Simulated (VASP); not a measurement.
MgS: single point with r2SCAN0

MgS:

```xyz
2
Lattice="0.0000 2.8309 2.8309 2.8309 0.0000 2.8309 2.8309 2.8309 0.0000" Properties=species:S:1:pos:R:3 pbc="T T T"
Mg    0.0000    0.0000    0.0000
S     4.2463    4.2463    4.2463
```

- Program: VASP 6.6.1
- Task: single point
- Functional: r2SCAN0
- Potentials or basis: VASP PAW PBE potentials, release 64 (Mg, S)
- Cutoff: 520 eV
- k mesh: 6 × 6 × 6
- Occupations: gaussian, width 0.01 eV
- Spin: no spin polarisation

```yaml
Pressure: -0.8 GPa
Band_gap_on_the_k_mesh: 5.59 eV, direct
```

Levels at points of the mesh, in eV from the valence-band top:
```
           k point  band 1  band 2  band 3  band 4  band 5  band 6  band 7  band 8
(0.00, 0.00, 0.00)  -12.76    0.00    0.00    0.00    5.59   10.33   10.33   10.33
(0.50, 0.00, 0.00)  -12.00   -3.46   -0.37   -0.37    7.35    9.92    9.92   10.95
(0.50, 0.50, 0.00)  -11.75   -3.10   -1.16   -1.16    5.81    7.85   13.97   15.09
```

It took 43 min on 1 thread of AMD EPYC 7R13 (shared host), peak memory 0.16 GiB.

Caveat: the PAW data sets were made with another functional, which shifts forces and pressure a little. A k mesh can miss the band edges.
